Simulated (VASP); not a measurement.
# Rb2GaF6 (P-3m1) in VASP: single point with r2SCAN+D4

Aim: the single point of Rb2GaF6 with r2SCAN+D4.

All numbers are computed with VASP 6.6.1; they aren't measurements. Logs are shortened: lines on timing, memory, paths and dates and some standing lists are left out, and cuts for length are marked.

## (1) The cell of the first run

It takes space group P-3m1 (No. 164, trigonal). The conventional cell has a = 6.274 Å, b = 6.274 Å, c = 4.929 Å, α = 90.00°, β = 90.00°, γ = 120.00°. Within 2.4 Å of Ga (site symmetry -3m) lie 6 F at 1.78 Å. F (site symmetry m) has 1 Ga at 1.78 Å and 4 F at 2.46 to 2.56 Å within 2.6 Å. Rb (site symmetry 3m) has 12 F at 3.20 to 3.30 Å and 3 Ga at 3.93 Å and 3 Rb at 4.08 Å within 4.2 Å.

## (2) Single point, r2SCAN+D4

The input, POSCAR:

```
Rb2GaF6
1.0
    3.1371530000      5.4337040000      0.0000000000
   -3.1371530000      5.4337040000      0.0000000000
    0.0000000000      0.0000000000      4.9293190000
Ga F Rb
1 6 2
Direct
    0.0000000000      0.0000000000      0.0000000000
    0.1360000000      0.7280000000      0.2000000000
    0.1360000000      0.1360000000      0.2000000000
    0.7280000000      0.1360000000      0.2000000000
    0.8640000000      0.2720000000      0.8000000000
    0.2720000000      0.8640000000      0.8000000000
    0.8640000000      0.8640000000      0.8000000000
    0.3333300000      0.3333400000      0.6900000000
    0.6666700000      0.6666600000      0.3100000000
```

The input, INCAR.step1:

```
  PREC = Accurate
  ENCUT = 520
  ISMEAR = -1
  SIGMA = 0.1
  LREAL = False
  LASPH = True
  NELM = 60
  NBANDS = 46
  ISYM = 0
  GGA = PE
  ALGO = Normal
  EDIFF = 1E-4
  LWAVE = True
  LCHARG = False
```

The input, INCAR.step2:

```
  PREC = Accurate
  ENCUT = 520
  EDIFF = 1E-6
  ISMEAR = -1
  SIGMA = 0.1
  LREAL = False
  LASPH = True
  NELM = 60
  ALGO = Normal
  ISIF = 2
  LWAVE = False
  LCHARG = True
  METAGGA = R2SCAN
  LMIXTAU = True
  IVDW = 13
  VDW_S6 = 1.0
  VDW_S8 = 0.6018749
  VDW_A1 = 0.51559235
  VDW_A2 = 5.77342911
  LELF = True
  LVHAR = True
  NBANDS = 46
  ISYM = 0
  ISTART = 1
```

The input, KPOINTS:

```
regular mesh
0
Gamma
  4 4 4
```

Potentials or basis: VASP PAW PBE potentials, release 64 (Ga_d, F, Rb_sv).

On the command line:

```console
cat potpaw_PBE.64/Ga_d/POTCAR potpaw_PBE.64/F/POTCAR potpaw_PBE.64/Rb_sv/POTCAR > POTCAR
cp INCAR.step1 INCAR
mpirun -np 1 vasp_std > vasp.out
cp INCAR.step2 INCAR
mpirun -np 1 vasp_std > vasp.out
```

OUTCAR:

```text
PREC = Accurate
   ENCUT = 520
   EDIFF = 1E-6
   ISMEAR = -1
   LREAL = False
   LASPH = True
   NELM = 60
   ISIF = 2
   METAGGA = R2SCAN
   IVDW = 13
   ISYM = 0
   ISTART = 1

 ion  position               nearest neighbor table
   1  0.000  0.000  0.000-   3 1.78   7 1.78   4 1.78   5 1.78   6 1.78   2 1.78   9 3.93   8 3.93
                             9 3.93   8 3.93   9 3.93   8 3.93
   2  0.136  0.728  0.200-   1 1.78   9 3.20   9 3.20   8 3.23   8 3.30
   3  0.136  0.136  0.200-   1 1.78   9 3.20   9 3.20   8 3.23   8 3.30
   4  0.728  0.136  0.200-   1 1.78   9 3.20   9 3.20   8 3.23   8 3.30
   5  0.864  0.272  0.800-   1 1.78   8 3.20   8 3.20   9 3.23   9 3.30
   6  0.272  0.864  0.800-   1 1.78   8 3.20   8 3.20   9 3.23   9 3.30
   7  0.864  0.864  0.800-   1 1.78   8 3.20   8 3.20   9 3.23   9 3.30
   8  0.333  0.333  0.690-   6 3.20   7 3.20   5 3.20   5 3.20   6 3.20   7 3.20   2 3.23   3 3.23
                             4 3.23   2 3.30   3 3.30   4 3.30   1 3.93   1 3.93   1 3.93   9 4.08
   9  0.667  0.667  0.310-   4 3.20   3 3.20   2 3.20   2 3.20   4 3.20   3 3.20   5 3.23   7 3.23
                             6 3.23   5 3.30   7 3.30   6 3.30   1 3.93   1 3.93   1 3.93   8 4.08

IMPORTANT INFORMATION: All symmetrisations will be switched off!
NOSYMM: (Re-)initialisation of all symmetry stuff for point group C_1.

----------------------------------------------------------------------------------------

                                     Primitive cell

  volume of cell :     168.0539

  direct lattice vectors                    reciprocal lattice vectors
     3.137153000  5.433704000  0.000000000     0.159380177  0.092018262  0.000000000
    -3.137153000  5.433704000  0.000000000    -0.159380177  0.092018262  0.000000000
     0.000000000  0.000000000  4.929319000     0.000000000  0.000000000  0.202867780

  length of vectors
     6.274302201  6.274302201  4.929319000     0.184036413  0.184036413  0.202867780

  position of ions in fractional coordinates (direct lattice)
     0.000000000  0.000000000  0.000000000
     0.136000000  0.728000000  0.200000000
     0.136000000  0.136000000  0.200000000
     0.728000000  0.136000000  0.200000000
     0.864000000  0.272000000  0.800000000
     0.272000000  0.864000000  0.800000000
     0.864000000  0.864000000  0.800000000
     0.333330000  0.333340000  0.690000000
     0.666670000  0.666660000  0.310000000

  ion indices of the primitive-cell ions
   primitive index   ion index
                 1           1
                 2           2
                 3           3
                 4           4
                 5           5
                 6           6
                 7           7
                 8           8
                 9           9

[... 84 lines left out ...]
   EMIN   =  10.00;   EMAX   =-10.00  energy-range for DOS
   EFERMI =   0.00;   METHOD = LEGACY
   ISMEAR =    -1;   SIGMA  =   0.10  broadening in eV -4-tet -1-fermi 0-gaus
   EFERMI_NEDOS =   21; number of points for ismear=-14 and -15
   IALGO  =     38    algorithm
   IMIX   =      4    mixing-type and parameters
     AMIX     =   0.40;   BMIX     =  1.00
     AMIX_MAG =   1.60;   BMIX_MAG =  1.00
  volume/ion in A,a.u.               =      18.67       126.01
  Fermi-wavevector in a.u.,A,eV,Ry     =   1.239842  2.342961 20.914978  1.537208
  Thomas-Fermi vector in A             =   2.374308
   LORBIT       =      0    0 simple, 1 ext, 2 COOP (PROOUT), +10 PAW based schemes
   METAGGA = R2SCAN    functional components
   LHFCALC =     F    Hartree Fock is set to
   AEXX    =    0.0000 exact exchange contribution
   IVDW    =    13    specifies the selected vdW correction
   LEPSILON=     F    determine dielectric tensor
   LRPA    =     F    only Hartree local field effects (RPA)
 non-spin polarized calculation
  energy-cutoff  :      520.00
  volume of cell :      168.05
 maximum number of plane-waves:      4554
 NGX is ok and might be reduce to    48
   NGX = 23   NGY = 23   NGZ = 19

 number of electron      72.9999956 magnetization

 Free energy of the ion-electron system (eV)
  ---------------------------------------------------
  ext. energy  EPLUGINS =         0.00000000
  ---------------------------------------------------
  free energy    TOTEN  =       -80.29429899 eV

  energy without entropy =      -79.99036277  energy(sigma->0) =      -80.14233088

 E-fermi :  -3.4956     XC(G=0):  -8.6513

 val. band max:       -3.6375019594   @ k =   0.0000   0.0000   0.2500
 cond. band min:       3.6731804443   @ k =   0.0000   0.0000   0.0000
 fundamental gap:      7.3106824036
 Fermi energy:        -3.4956183364

 k-point     1 :       0.0000    0.0000    0.0000
  band No.  band energies     occupation
      1     -27.2741      2.00000
      2     -27.2210      2.00000
      3     -25.5803      2.00000
      4     -24.8123      2.00000
      5     -24.8123      2.00000
      6     -24.6505      2.00000
[... 1165 lines left out ...]
     45       8.9707      0.00000
     46       8.9865      0.00000

 [... further k-points ...]

------------------------ aborting loop because EDIFF is reached ----------------------------------------

  DFT-D4 for vdW energy calculation

  Edisp (eV):   -0.28374

  FORCE on cell =-STRESS in cart. coord.  units (eV):
  Direction    XX          YY          ZZ          XY          YZ          ZX
  --------------------------------------------------------------------------------------
  -------------------------------------------------------------------------------------
  Total       6.68335     6.68197     7.31292    -0.00017    -0.00135     0.00037
  in kB      63.71715    63.70394    69.71930    -0.00163    -0.01287     0.00354
  external pressure =       65.71 kB  Pullay stress =        0.00 kB

 VOLUME and BASIS-vectors are now :
 -----------------------------------------------------------------------------
  energy-cutoff  :      520.00
  volume of cell :      168.05
      direct lattice vectors                 reciprocal lattice vectors
     3.137153000  5.433704000  0.000000000     0.159380177  0.092018262  0.000000000
    -3.137153000  5.433704000  0.000000000    -0.159380177  0.092018262  0.000000000
     0.000000000  0.000000000  4.929319000     0.000000000  0.000000000  0.202867780

 POSITION                                       TOTAL-FORCE (eV/Angst)
 -----------------------------------------------------------------------------------
      0.00000      0.00000      0.00000         0.000063     -0.000218      0.000065
     -1.85719      4.69472      0.98586         2.243922     -1.295542      1.757644
      0.00000      1.47797      0.98586        -0.000016      2.590997      1.757492
      1.85719      4.69472      0.98586        -2.243865     -1.295480      1.757595
      1.85719      6.17269      3.94346        -2.243951      1.295597     -1.757670
     -1.85719      6.17269      3.94346         2.243886      1.295551     -1.757633
      0.00000      9.38944      3.94346         0.000006     -2.590932     -1.757490
     -0.00003      3.62249      3.40123         0.000022      0.000001      0.112332
      0.00003      7.24492      1.52809        -0.000066      0.000026     -0.112335
 -----------------------------------------------------------------------------------
    total drift:                                0.000088      0.000042      0.000025

  FREE ENERGIE OF THE ION-ELECTRON SYSTEM (eV)
  ---------------------------------------------------
  free  energy   TOTEN  =       -80.5780355128 eV

  energy  without entropy=      -80.2740992913  energy(sigma->0) =      -80.42606740
```

OUTCAR.step1:

```text
PREC = Accurate
   ENCUT = 520
   ISMEAR = -1
   LREAL = False
   LASPH = True
   NELM = 60
[... 1389 lines left out ...]
      0.00000      9.38944      3.94346         0.000169     -2.855454     -1.929049
     -0.00003      3.62249      3.40123         0.000136     -0.000248      0.097369
      0.00003      7.24492      1.52809         0.000208      0.000413     -0.096558
 -----------------------------------------------------------------------------------
    total drift:                               -0.000979     -0.001034     -0.002031

  FREE ENERGIE OF THE ION-ELECTRON SYSTEM (eV)
  ---------------------------------------------------
  free  energy   TOTEN  =       -36.1505810553 eV

  energy  without entropy=      -35.8479661086  energy(sigma->0) =      -35.99927358
```

It took 14 min on 1 thread of Intel Xeon Platinum 8488C (Sapphire Rapids), shared host; peak memory 0.46 GiB.

What came out:

| Quantity | Value |
| --- | --- |
| Free energy | -80.5780 eV |
| Pressure | 6.6 GPa |
| Largest force | 3.131 eV/Å |
| Band gap on the k mesh | zero (an odd number of electrons rules out a gap without spin polarisation) |
| Dispersion energy per atom | -0.032 eV |

Forces in eV/Å, atoms in the order of the input:
```
Ga   0.000  0.000  0.000
F    2.244 -1.296  1.758
F    0.000  2.591  1.757
F   -2.244 -1.295  1.758
F   -2.244  1.296 -1.758
F    2.244  1.296 -1.758
F    0.000 -2.591 -1.757
Rb   0.000  0.000  0.112
Rb   0.000  0.000 -0.112
```

Caveat: the cell stands under pressure; the PAW data sets were made with another functional, which shifts forces and pressure a little; an odd number of electrons without spin polarisation forces a metal; a magnetic or distorted state may lie lower.

The gap in the log of VASP goes by the Fermi energy; the results here count the filled bands.